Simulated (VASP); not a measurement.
# Mo (P-1) in VASP: single point with PBE

Aim: the single point of Mo with PBE.

Everything below comes from runs of VASP 6.6.1. Logs are shortened: lines on timing, memory, paths and dates and some standing lists are left out, and cuts for length are marked.

## (1) The cell of the first run

The typed cell holds 1 atom: a = 2.586 Å, b = 2.811 Å, c = 2.634 Å, α = 87.54°, β = 89.59°, γ = 119.06°.

## (2) Single point, PBE

INCAR

```
SYSTEM = Mo
  ALGO = Fast
  EDIFF = 1E-6
  ENCUT = 520
  GGA = PE
  ISIF = 2
  ISMEAR = 0
  LASPH = .True.
  LCHARG = .True.
  LELF = .True.
  LREAL = .False.
  LVHAR = .True.
  LWAVE = .False.
  NBANDS = 13
  NELM = 80
  PREC = Accurate
  SIGMA = 0.15
```

KPOINTS

```
k-points
0
Gamma
  12 12 14
  0 0 0
```

POSCAR

```
Mo
1.0
    2.5852107518     -0.0400506798      0.0102284053
   -1.3272902821      2.4771289678      0.0604862381
    0.0093265177      0.0690697232      2.6335064644
Mo
1
Direct
    0.0000000000      0.0000000000      0.5000000000
```

Potentials or basis: VASP PAW PBE potentials, release 64 (Mo_sv).

The run is started by

```console
> cat potpaw_PBE.64/Mo_sv/POTCAR > POTCAR
> mpirun -np 1 vasp_std > vasp.out
```

OUTCAR:

```text
SYSTEM = Mo
   EDIFF = 1E-6
   ENCUT = 520
   GGA = PE
   ISIF = 2
   ISMEAR = 0
   LASPH = .True.
   LREAL = .False.
   NELM = 80
   PREC = Accurate

 ion  position               nearest neighbor table
   1  0.000  0.000  0.500-

  LATTYP: Found a triclinic cell.
 ALAT       =     2.7434859305
 B/A-ratio  =     0.9424291823
 C/A-ratio  =     0.9602486181
 COS(alpha) =     0.0070882827
 COS(beta)  =     0.0506796143
 COS(gamma) =     0.4447948794

  Lattice vectors:

 A1 = (  -1.2579204697,  -2.4370782880,  -0.0707146434)
 A2 = (  -2.5852107518,   0.0400506798,  -0.0102284053)
 A3 = (  -0.0093265177,  -0.0690697232,  -2.6335064644)

Analysis of symmetry for initial positions (statically):
=====================================================================
 Subroutine PRICEL returns:
 Original cell was already a primitive cell.

 Routine SETGRP: Setting up the symmetry group for a
 triclinic supercell.

 Subroutine GETGRP returns: Found  2 space group operations
 (whereof  2 operations were pure point group operations)
 out of a pool of  2 trial point group operations.

The static configuration has the point symmetry S_2 .

Analysis of symmetry for dynamics (positions and initial velocities):
=====================================================================
 Subroutine PRICEL returns:
 Original cell was already a primitive cell.

 Routine SETGRP: Setting up the symmetry group for a
 triclinic supercell.

 Subroutine GETGRP returns: Found  2 space group operations
 (whereof  2 operations were pure point group operations)
 out of a pool of  2 trial point group operations.

The dynamic configuration has the point symmetry S_2 .

 Subroutine INISYM returns: Found  2 space group operations
 (whereof  2 operations are pure point group operations),
 and found     1 'primitive' translations

----------------------------------------------------------------------------------------

                                     Primitive cell

  volume of cell :      16.7127

  direct lattice vectors                    reciprocal lattice vectors
     2.585210752 -0.040050680  0.010228405     0.390083518  0.209181465 -0.006867736
    -1.327290282  2.477128968  0.060486238     0.006353256  0.407358768 -0.010706414
     0.009326518  0.069069723  2.633506464    -0.001660986 -0.010168645  0.379994449

  length of vectors
     2.585541202  2.810965315  2.634428573     0.442684089  0.407548963  0.380134109

  position of ions in fractional coordinates (direct lattice)
     0.000000000  1.000000000  0.500000000

  ion indices of the primitive-cell ions
   primitive index   ion index
                 1           1

----------------------------------------------------------------------------------------

 KPOINTS: k-points

Automatic generation of k-mesh.
 Grid dimensions read from file:
 generate k-points for:   12   12   14

 Generating k-lattice:

  Cartesian coordinates                     Fractional coordinates (reciprocal lattice)
     0.032506960  0.017431789 -0.000572311     0.083333333  0.000000000 -0.000000000
     0.000529438  0.033946564 -0.000892201     0.000000000  0.083333333 -0.000000000
    -0.000118642 -0.000726332  0.027142461     0.000000000  0.000000000  0.071428571

  Length of vectors
     0.036890341  0.033962414  0.027152436

  Shift w.r.t. Gamma in fractional coordinates (k-lattice)
     0.000000000  0.000000000  0.000000000

 Subroutine IBZKPT returns following result:
 ===========================================

 Found   1012 irreducible k-points:

 Following reciprocal coordinates:
            Coordinates               Weight
  0.000000  0.000000  0.000000      1.000000
  0.083333  0.000000 -0.000000      2.000000
  0.166667  0.000000 -0.000000      2.000000
  0.250000 -0.000000 -0.000000      2.000000
  0.333333  0.000000 -0.000000      2.000000
  0.416667  0.000000  0.000000      2.000000
[... 16 lines left out ...]
  0.250000  0.166667 -0.000000      2.000000
  0.333333  0.166667 -0.000000      2.000000
 [... further k-points ...]
   k-points           NKPTS =   1012   k-points in BZ     NKDIM =   1012   number of bands    NBANDS=     13
   number of dos      NEDOS =    301   number of ions     NIONS =      1
   total plane-waves  NPLWV =   9600
   dimension x,y,z NGX =    20 NGY =   24 NGZ =   20
   dimension x,y,z NGXF=    40 NGYF=   48 NGZF=   40
   ions per type =               1
   NGX,Y,Z   is equivalent  to a cutoff of  12.86, 14.19, 12.62 a.u.
   NGXF,Y,Z  is equivalent  to a cutoff of  25.72, 28.39, 25.24 a.u.
 SYSTEM =  Mo
   PREC   = accura    normal or accurate (medium, high low for compatibility)
   ISTART =      0    job   : 0-new  1-cont  2-samecut
   ICHARG =      2    charge: 1-file 2-atom 10-const
   ISPIN  =      1    spin polarized calculation?
   LNONCOLLINEAR =      F non collinear calculations
   LSORBIT =      F    spin-orbit coupling
   LASPH  =      T    aspherical Exc in radial PAW
   ENCUT  =  520.0 eV  38.22 Ry    6.18 a.u.   4.81  5.23  4.90*2*pi/ulx,y,z
   NELM   =     80;   NELMIN=  2; NELMDL= -5     # of ELM steps
   EDIFF  = 0.1E-05   stopping-criterion for ELM
   LREAL  =      F    real-space projection
   EDIFFG = 0.1E-04   stopping-criterion for IOM
   NSW    =      0    number of steps for IOM
   IBRION =     -1    ionic relax: 0-MD 1-quasi-New 2-CG
   NFREE  =      0    steps in history (QN), initial steepest desc. (CG)
   ISIF   =      2    stress and relaxation
   ISYM   =      2    0-nonsym 1-usesym 2-fastsym
   POTIM  = 0.5000    time-step for ionic-motion
   TEBEG  =    0.0;   TEEND  =   0.0 temperature during run
   PSTRESS=    0.0 pullay stress
   NELECT =      14.0000    total number of electrons
   NUPDOWN=      -1.0000    fix difference up-down
   EMIN   =  10.00;   EMAX   =-10.00  energy-range for DOS
   EFERMI =   0.00;   METHOD = LEGACY
   ISMEAR =     0;   SIGMA  =   0.15  broadening in eV -4-tet -1-fermi 0-gaus
   EFERMI_NEDOS =   21; number of points for ismear=-14 and -15
   IALGO  =     68    algorithm
   IMIX   =      4    mixing-type and parameters
     AMIX     =   0.40;   BMIX     =  1.00
     AMIX_MAG =   1.60;   BMIX_MAG =  1.00
  volume/ion in A,a.u.               =      16.71       112.78
  Fermi-wavevector in a.u.,A,eV,Ry     =   1.543246  2.916312 32.403740  2.381608
  Thomas-Fermi vector in A             =   2.648936
   LORBIT       =      0    0 simple, 1 ext, 2 COOP (PROOUT), +10 PAW based schemes
   GGA     = PE    functional components
   LHFCALC =     F    Hartree Fock is set to
   AEXX    =    0.0000 exact exchange contribution
   IVDW    =     0    specifies the selected vdW correction
   LEPSILON=     F    determine dielectric tensor
   LRPA    =     F    only Hartree local field effects (RPA)
 non-spin polarized calculation
 RMM-DIIS sequential band-by-band and
 Gauss-broadening in eV      SIGMA  =   0.15
  energy-cutoff  :      520.00
  volume of cell :       16.71
 maximum number of plane-waves:       460
   NGX =  9   NGY = 11   NGZ =  9

 number of electron      14.0000002 magnetization

 Free energy of the ion-electron system (eV)
  ---------------------------------------------------
  ext. energy  EPLUGINS =         0.00000000
  ---------------------------------------------------
  free energy    TOTEN  =       -10.03791678 eV

  energy without entropy =      -10.02682839  energy(sigma->0) =      -10.03237259

 E-fermi :  11.5864     XC(G=0): -12.9146

 val. band max:       11.5849203464   @ k =   0.2500   0.1667   0.2857
 cond. band min:      11.5884803551   @ k =   0.2500   0.4167   0.2857
 fundamental gap:      0.0035600086
 Fermi energy:        11.5864251336

 k-point     1 :       0.0000    0.0000    0.0000
  band No.  band energies     occupation
      1     -49.6140      2.00000
      2     -23.0135      2.00000
      3     -22.9440      2.00000
      4     -22.6831      2.00000
      5       4.6977      2.00000
      6       7.2355      2.00000
      7       9.5367      2.00000
      8      11.7203      0.20681
      9      15.0825      0.00000
     10      15.6193      0.00000
     11      24.7434      0.00000
     12      26.0952      0.00000
     13      31.6331      0.00000

 k-point     2 :       0.0833    0.0000   -0.0000
  band No.  band energies     occupation
      1     -49.5934      2.00000
      2     -23.0229      2.00000
      3     -22.9556      2.00000
      4     -22.8022      2.00000
      5       4.9913      2.00000
      6       7.3904      2.00000
      7       9.7817      2.00000
      8      11.3731      1.95570
      9      14.9651      0.00000
     10      15.2985      0.00000
     11      25.5105      0.00000
     12      26.7259      0.00000
     13      30.9039      0.00000

 k-point     3 :       0.1667    0.0000   -0.0000
  band No.  band energies     occupation
      1     -49.5367      2.00000
      2     -23.1929      2.00000
      3     -23.0295      2.00000
      4     -22.9322      2.00000
      5       5.7514      2.00000
      6       7.8061      2.00000
      7      10.0805      2.00000
      8      11.1411      1.99997
      9      14.2847      0.00000
     10      14.9357      0.00000
     11      27.2732      0.00000
     12      28.2334      0.00000
     13      28.9776      0.00000

 k-point     4 :       0.2500   -0.0000   -0.0000
  band No.  band energies     occupation
      1     -49.4582      2.00000
      2     -23.6163      2.00000
      3     -23.1492      2.00000
      4     -22.8812      2.00000
      5       6.5998      2.00000
      6       8.0879      2.00000
      7      10.1216      2.00000
      8      12.2878      0.00000
      9      13.3366      0.00000
     10      14.6954      0.00000
     11      26.3859      0.00000
     12      27.8521      0.00000
     13      29.4431      0.00000

 k-point     5 :       0.3333    0.0000   -0.0000
  band No.  band energies     occupation
      1     -49.3786      2.00000
      2     -24.0408      2.00000
      3     -23.2517      2.00000
      4     -22.8271      2.00000
      5       6.8550      2.00000
      6       8.2047      2.00000
      7      11.2306      1.99921
      8      12.5293      0.00000
      9      13.9321      0.00000
     10      14.4856      0.00000
     11      24.3774      0.00000
     12      26.3102      0.00000
     13      29.5942      0.00000
[... 257 lines left out ...]
 k-point    22 :       0.1667    0.1667    0.0000
  band No.  band energies     occupation
      1     -49.4616      2.00000
      2     -23.6916      2.00000
      3     -23.1139      2.00000
      4     -22.8844      2.00000
      5       7.0950      2.00000
      6       8.5768      2.00000
      7       8.8220      2.00000
      8      13.1360      0.00000
      9      13.8267      0.00000
     10      14.6620      0.00000
     11      24.5622      0.00000
     12      26.7336      0.00000
     13      31.0378      0.00000

 k-point    23 :       0.2500    0.1667   -0.0000
  band No.  band energies     occupation
      1     -49.3896      2.00000
      2     -23.9190      2.00000
      3     -23.3712      2.00000
      4     -22.8347      2.00000
      5       7.6636      2.00000
      6       8.3559      2.00000
      7       9.9656      2.00000
      8      12.7171      0.00000
      9      14.1216      0.00000
     10      15.2517      0.00000
     11      23.4832      0.00000
     12      24.5482      0.00000
     13      29.8134      0.00000

 k-point    24 :       0.3333    0.1667   -0.0000
  band No.  band energies     occupation
      1     -49.3295      2.00000
      2     -24.1589      2.00000
      3     -23.5098      2.00000
      4     -22.7935      2.00000
      5       7.4540      2.00000
      6       8.6463      2.00000
      7      11.3341      1.98263
      8      12.3350      0.00000
      9      13.8229      0.00000
     10      16.7344      0.00000
     11      22.1760      0.00000
     12      22.9577      0.00000
     13      29.1463      0.00000

 [... further k-points ...]

------------------------ aborting loop because EDIFF is reached ----------------------------------------

  FORCE on cell =-STRESS in cart. coord.  units (eV):
  Direction    XX          YY          ZZ          XY          YZ          ZX
  --------------------------------------------------------------------------------------
  -------------------------------------------------------------------------------------
  Total        1.1715361      1.0728236     -1.0687429     -0.1531790      0.5590146      0.0775679
  in kB      112.3101655    102.8470158   -102.4558247    -14.6846171     53.5903468      7.4361060
  external PRESSURE =      37.5671188 kB  Pullay stress =       0.0000000 kB

 VOLUME and BASIS-vectors are now :
 -----------------------------------------------------------------------------
  energy-cutoff  :      520.00
  volume of cell :       16.71
      direct lattice vectors                 reciprocal lattice vectors
     2.585210752 -0.040050680  0.010228405     0.390083518  0.209181465 -0.006867736
    -1.327290282  2.477128968  0.060486238     0.006353256  0.407358768 -0.010706414
     0.009326518  0.069069723  2.633506464    -0.001660986 -0.010168645  0.379994449

 POSITION                                       TOTAL-FORCE (eV/Angst)
 -----------------------------------------------------------------------------------
      0.00466      0.03453      1.31675        -0.000000     -0.000000      0.000000
 -----------------------------------------------------------------------------------
    total drift:                                0.000000      0.000000     -0.000000

  FREE ENERGIE OF THE ION-ELECTRON SYSTEM (eV)
  ---------------------------------------------------
  free  energy   TOTEN  =       -10.0379167809 eV

  energy  without entropy=      -10.0268283949  energy(sigma->0) =      -10.03237259
```

Wall time 66 s (1 thread of Intel Xeon 6975P-C (Granite Rapids), shared host); peak memory 0.3 GiB.

Results:

* Free energy: -10.0379 eV
* Pressure: 3.8 GPa
* Band gap on the k mesh: zero (band 7 reaches 12.71 eV, above the bottom of band 8 at 10.80 eV)

Levels at points of the mesh, in eV from the Fermi level:
```
           k point  band 5  band 6  band 7  band 8  band 9  band 10
(0.00, 0.00, 0.00)   -6.89   -4.35   -2.05    0.13    3.50     4.03
(0.50, 0.00, 0.00)   -5.18   -2.75    0.24    1.63    2.70     4.57
(0.00, 0.50, 0.00)   -5.00   -3.33    0.45    0.47    3.54     4.25
(0.50, 0.50, 0.00)   -5.05   -2.87    0.21    1.26    2.95     4.19
(0.00, 0.00, 0.50)   -4.12   -1.40   -0.41    0.70    0.78     1.48
(0.50, 0.00, 0.50)   -5.32   -3.87   -0.72    4.66    5.92     6.31
(0.00, 0.50, 0.50)   -5.36   -3.84    0.53    4.47    5.31     5.34
(0.50, 0.50, 0.50)   -5.39   -3.81   -0.28    4.26    5.95     6.18
```
